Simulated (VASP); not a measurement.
# MnO (Fm-3m) in VASP: single point with PBE

Aim: the single point of MnO with PBE.

Everything below comes from runs of VASP 6.6.1. Logs are shortened: lines on timing, memory, paths and dates and some standing lists are left out, and cuts for length are marked.

## 1. The cell of the first run

It takes space group Fm-3m (No. 225, cubic). The conventional cell has a = 4.440 Å, b = 4.440 Å, c = 4.440 Å, α = 90.00°, β = 90.00°, γ = 90.00°. Within 2.9 Å of Mn (site symmetry m-3m) lie 6 O at 2.22 Å. O (site symmetry m-3m) has 6 Mn at 2.22 Å within 2.9 Å.

## 2. Single point, PBE, collinear spin, ferromagnetic start

INCAR

```
SYSTEM = MnO
PREC = Accurate ; ENCUT = 520
EDIFF = 1E-7 ; ISMEAR = 0
SIGMA = 0.05 ; LREAL = .FALSE.
LASPH = .TRUE. ; NELM = 150
ALGO = Normal ; ISIF = 2
LWAVE = .FALSE. ; LCHARG = .FALSE.
ISPIN = 2 ; MAGMOM = 5 5 0 0
LORBIT = 11 ; LMAXMIX = 4
GGA = PE ; NBANDS = 31
```

KPOINTS

```
regular mesh
0
G
  12 12 8
  0 0 0
```

POSCAR

```
MnO
1.0
    0.0000000000      2.2200320392     -2.2200320392
    0.0000000000      2.2200320392      2.2200320392
    4.4400640784      0.0000000000      0.0000000000
Mn O
2 2
Direct
    0.0000000000      0.0000000000      0.0000000000
    0.5000000000      0.5000000000      0.5000000000
    0.0000000000      1.0000000000      0.5000000000
    0.5000000000      1.5000000000      1.0000000000
```

Potentials or basis: VASP PAW PBE potentials, release 64 (Mn_pv, O).

The run is started by

```console
$ cat potpaw_PBE.64/Mn_pv/POTCAR potpaw_PBE.64/O/POTCAR > POTCAR
$ mpirun -np 1 vasp_std > vasp.out
```

OUTCAR:

```text
SYSTEM = MnO
   PREC = Accurate
   ENCUT = 520
   EDIFF = 1E-7
   ISMEAR = 0
   LREAL = .FALSE.
   LASPH = .TRUE.
   NELM = 150
   ISIF = 2
   ISPIN = 2
   LORBIT = 11
   GGA = PE

 ion  position               nearest neighbor table
   1  0.000  0.000  0.000-   3 2.22   4 2.22   3 2.22   4 2.22   4 2.22   4 2.22   2 3.14   2 3.14
                             2 3.14   2 3.14   2 3.14   2 3.14   2 3.14   2 3.14
   2  0.500  0.500  0.500-   3 2.22   4 2.22   4 2.22   3 2.22   3 2.22   3 2.22   1 3.14   1 3.14
                             1 3.14   1 3.14   1 3.14   1 3.14   1 3.14   1 3.14
   3  0.000  0.000  0.500-   1 2.22   2 2.22   1 2.22   2 2.22   2 2.22   2 2.22
   4  0.500  0.500  0.000-   1 2.22   2 2.22   2 2.22   1 2.22   1 2.22   1 2.22

  LATTYP: Found a simple tetragonal cell.
 ALAT       =     3.1395994187
 C/A-ratio  =     1.4142135624

  Lattice vectors:

 A1 = (   0.0000000000,   2.2200320392,  -2.2200320392)
 A2 = (   0.0000000000,   2.2200320392,   2.2200320392)
 A3 = (   4.4400640784,   0.0000000000,   0.0000000000)

Analysis of symmetry for initial positions (statically):
=====================================================================
 Subroutine PRICEL returns following result:

  LATTYP: Found a face centered cubic cell.
 ALAT       =     4.4400640784
[... 12 lines left out ...]
 Subroutine GETGRP returns: Found 16 space group operations
 (whereof 16 operations were pure point group operations)
 out of a pool of 16 trial point group operations.

The static configuration has the point symmetry D_4h.

Analysis of symmetry for dynamics (positions and initial velocities):
=====================================================================
 Subroutine PRICEL returns following result:

  LATTYP: Found a face centered cubic cell.
 ALAT       =     4.4400640784
[... 12 lines left out ...]
 Subroutine GETGRP returns: Found 16 space group operations
 (whereof 16 operations were pure point group operations)
 out of a pool of 16 trial point group operations.

The dynamic configuration has the point symmetry D_4h.

Analysis of structural, dynamic, and magnetic symmetry:
=====================================================================
 Subroutine PRICEL returns following result:

  LATTYP: Found a face centered cubic cell.
 ALAT       =     4.4400640784
[... 12 lines left out ...]
 Subroutine GETGRP returns: Found 16 space group operations
 (whereof 16 operations were pure point group operations)
 out of a pool of 16 trial point group operations.

The overall configuration has the point symmetry D_4h.

 Subroutine INISYM returns: Found 16 space group operations
 (whereof 16 operations are pure point group operations),
 and found     2 'primitive' translations

----------------------------------------------------------------------------------------

                                     Primitive cell

  volume of cell :      21.8830

  direct lattice vectors                    reciprocal lattice vectors
    -2.220032039 -2.220032039  0.000000000    -0.225221975 -0.225221975  0.225221975
    -2.220032039  0.000000000 -2.220032039    -0.225221975  0.225221975 -0.225221975
     0.000000000 -2.220032039 -2.220032039     0.225221975 -0.225221975 -0.225221975

  length of vectors
     3.139599419  3.139599419  3.139599419     0.390095903  0.390095903  0.390095903

  position of ions in fractional coordinates (direct lattice)
     0.000000000  0.000000000  0.000000000
     0.500000000  0.500000000  0.500000000

  ion indices of the primitive-cell ions
   primitive index   ion index
                 1           1
                 2           3

----------------------------------------------------------------------------------------

 KPOINTS: regular mesh

Automatic generation of k-mesh.
 Grid dimensions read from file:
 generate k-points for:   12   12    8

 Generating k-lattice:

  Cartesian coordinates                     Fractional coordinates (reciprocal lattice)
     0.000000000  0.018768498 -0.018768498     0.083333333  0.000000000  0.000000000
     0.000000000  0.018768498  0.018768498     0.000000000  0.083333333  0.000000000
     0.028152747  0.000000000  0.000000000     0.000000000  0.000000000  0.125000000

  Length of vectors
     0.026542664  0.026542664  0.028152747

  Shift w.r.t. Gamma in fractional coordinates (k-lattice)
     0.000000000  0.000000000  0.000000000

 Subroutine IBZKPT returns following result:
 ===========================================

 Found    140 irreducible k-points:

 Following reciprocal coordinates:
            Coordinates               Weight
  0.000000  0.000000  0.000000      1.000000
  0.083333  0.000000  0.000000      4.000000
  0.166667  0.000000  0.000000      4.000000
  0.250000  0.000000  0.000000      4.000000
  0.333333  0.000000  0.000000      4.000000
  0.416667  0.000000  0.000000      4.000000
[... 16 lines left out ...]
  0.333333  0.333333  0.000000      4.000000
  0.416667  0.333333  0.000000      8.000000
 [... further k-points ...]
   k-points           NKPTS =    140   k-points in BZ     NKDIM =    140   number of bands    NBANDS=     31
   number of dos      NEDOS =    301   number of ions     NIONS =      4
   total plane-waves  NPLWV =  20736
   dimension x,y,z NGX =    24 NGY =   24 NGZ =   36
   dimension x,y,z NGXF=    48 NGYF=   48 NGZF=   72
   ions per type =               2   2
   NGX,Y,Z   is equivalent  to a cutoff of  12.71, 12.71, 13.48 a.u.
   NGXF,Y,Z  is equivalent  to a cutoff of  25.42, 25.42, 26.96 a.u.
 SYSTEM =  MnO
   PREC   = accura    normal or accurate (medium, high low for compatibility)
   ISTART =      0    job   : 0-new  1-cont  2-samecut
   ICHARG =      2    charge: 1-file 2-atom 10-const
   ISPIN  =      2    spin polarized calculation?
   LNONCOLLINEAR =      F non collinear calculations
   LSORBIT =      F    spin-orbit coupling
   LASPH  =      T    aspherical Exc in radial PAW
   ENCUT  =  520.0 eV  38.22 Ry    6.18 a.u.   5.84  5.84  8.26*2*pi/ulx,y,z
   NELM   =    150;   NELMIN=  2; NELMDL= -5     # of ELM steps
   EDIFF  = 0.1E-06   stopping-criterion for ELM
   LREAL  =      F    real-space projection
   EDIFFG = 0.1E-05   stopping-criterion for IOM
   NSW    =      0    number of steps for IOM
   IBRION =     -1    ionic relax: 0-MD 1-quasi-New 2-CG
   NFREE  =      0    steps in history (QN), initial steepest desc. (CG)
   ISIF   =      2    stress and relaxation
   ISYM   =      2    0-nonsym 1-usesym 2-fastsym
   POTIM  = 0.5000    time-step for ionic-motion
   TEBEG  =    0.0;   TEEND  =   0.0 temperature during run
   PSTRESS=    0.0 pullay stress
   NELECT =      38.0000    total number of electrons
   NUPDOWN=      -1.0000    fix difference up-down
   EMIN   =  10.00;   EMAX   =-10.00  energy-range for DOS
   EFERMI =   0.00;   METHOD = LEGACY
   ISMEAR =     0;   SIGMA  =   0.05  broadening in eV -4-tet -1-fermi 0-gaus
   EFERMI_NEDOS =   21; number of points for ismear=-14 and -15
   IALGO  =     38    algorithm
   IMIX   =      4    mixing-type and parameters
     AMIX     =   0.40;   BMIX     =  1.00
     AMIX_MAG =   1.60;   BMIX_MAG =  1.00
  volume/ion in A,a.u.               =      10.94        73.84
  Fermi-wavevector in a.u.,A,eV,Ry     =   1.561793  2.951361 33.187293  2.439197
  Thomas-Fermi vector in A             =   2.664806
   LORBIT       =     11    0 simple, 1 ext, 2 COOP (PROOUT), +10 PAW based schemes
   GGA     = PE    functional components
   LHFCALC =     F    Hartree Fock is set to
   AEXX    =    0.0000 exact exchange contribution
   IVDW    =     0    specifies the selected vdW correction
   LEPSILON=     F    determine dielectric tensor
   LRPA    =     F    only Hartree local field effects (RPA)
 spin polarized calculation
 Gauss-broadening in eV      SIGMA  =   0.05
  energy-cutoff  :      520.00
  volume of cell :       43.77
 maximum number of plane-waves:      1208
 NGX is ok and might be reduce to    24
   NGX = 11   NGY = 11   NGZ = 17

 number of electron      38.0000000 magnetization      10.0000000

 number of electron      37.9999973 magnetization       9.5318036

 Free energy of the ion-electron system (eV)
  ---------------------------------------------------
  ext. energy  EPLUGINS =         0.00000000
  ---------------------------------------------------
  free energy    TOTEN  =       -32.80269600 eV

  energy without entropy =      -32.79940969  energy(sigma->0) =      -32.80105285

 E-fermi :   7.5887     XC(G=0): -11.8850

 val. band max:        7.5873258678   @ k =   0.4167   0.2500   0.1250
 cond. band min:       7.5966464882   @ k =   0.4167   0.4167   0.2500
 fundamental gap:      0.0093206204
 Fermi energy:         7.5887467022

 spin component 1

 k-point     1 :       0.0000    0.0000    0.0000
  band No.  band energies     occupation
      1     -42.8382      1.00000
      2     -42.8078      1.00000
      3     -42.8078      1.00000
      4     -42.7841      1.00000
      5     -42.7841      1.00000
      6     -42.7801      1.00000
[... 805 lines left out ...]
     30      18.0262      0.00000
     31      20.1631      0.00000

 [... further k-points ...]

 spin component 2

 k-point     1 :       0.0000    0.0000    0.0000
  band No.  band energies     occupation
      1     -38.1889      1.00000
      2     -38.1551      1.00000
      3     -38.1551      1.00000
      4     -38.1257      1.00000
      5     -38.1257      1.00000
      6     -38.1161      1.00000
[... 805 lines left out ...]
     30      19.8162      0.00000
     31      21.6703      0.00000

 [... further k-points ...]
[... 5 lines left out ...]
  --------------------------------------------------------------------------------------
  -------------------------------------------------------------------------------------
  Total        0.2213636      0.1194237      0.1194237      0.0000000      0.0000000      0.0000000
  in kB        8.1036199      4.3718304      4.3718304      0.0000000      0.0000000      0.0000000
  external PRESSURE =       5.6157602 kB  Pullay stress =       0.0000000 kB

 VOLUME and BASIS-vectors are now :
 -----------------------------------------------------------------------------
  energy-cutoff  :      520.00
  volume of cell :       43.77
      direct lattice vectors                 reciprocal lattice vectors
     0.000000000  2.220032039 -2.220032039     0.000000000  0.225221975 -0.225221975
     0.000000000  2.220032039  2.220032039     0.000000000  0.225221975  0.225221975
     4.440064078  0.000000000  0.000000000     0.225221975  0.000000000  0.000000000

 POSITION                                       TOTAL-FORCE (eV/Angst)
 -----------------------------------------------------------------------------------
      0.00000      0.00000      0.00000         0.000000      0.000000      0.000000
      2.22003      2.22003      0.00000         0.000000     -0.000000     -0.000000
      2.22003      0.00000      0.00000         0.000000     -0.000000      0.000000
      0.00000      2.22003      0.00000         0.000000      0.000000      0.000000
 -----------------------------------------------------------------------------------
    total drift:                               -0.000000      0.000000     -0.000000

  FREE ENERGIE OF THE ION-ELECTRON SYSTEM (eV)
  ---------------------------------------------------
  free  energy   TOTEN  =       -32.8026960012 eV

  energy  without entropy=      -32.7994096944  energy(sigma->0) =      -32.80105285

 total charge

# of ion       s       p       d       tot
------------------------------------------
    1        0.204   6.177   4.977  11.358
    2        0.204   6.177   4.977  11.358
    3        1.561   3.416   0.000   4.977
    4        1.561   3.416   0.000   4.977
--------------------------------------------------
tot          3.529  19.187   9.954  32.671

 magnetization (x)

# of ion       s       p       d       tot
------------------------------------------
    1        0.034   0.026   4.267   4.327
    2        0.034   0.026   4.267   4.327
    3        0.030   0.172   0.000   0.202
    4        0.030   0.172   0.000   0.202
--------------------------------------------------
tot          0.129   0.395   8.535   9.059
```

Wall time 4.5 min (1 thread of Intel Xeon 8259CL, shared host); peak memory 0.36 GiB.

What came out:

```
Free energy                                           : -32.8027 eV
Pressure                                              : 0.6 GPa
Net moment                                            : 9.53 μB per cell
Site moments                                          : Mn +4.33; O +0.20 μB
Valence electrons inside the program's atomic spheres : Mn 11.36; O 4.98
```

Caveat: semilocal functionals often make such compounds metallic where correlation or magnetic order opens a gap, which also shifts bond lengths; the run started ferromagnetic, and an antiferromagnetic order may lie lower in energy. With open d or f shells a metallic result of PBE can be an artefact of self-interaction; +U or a hybrid may open a gap.
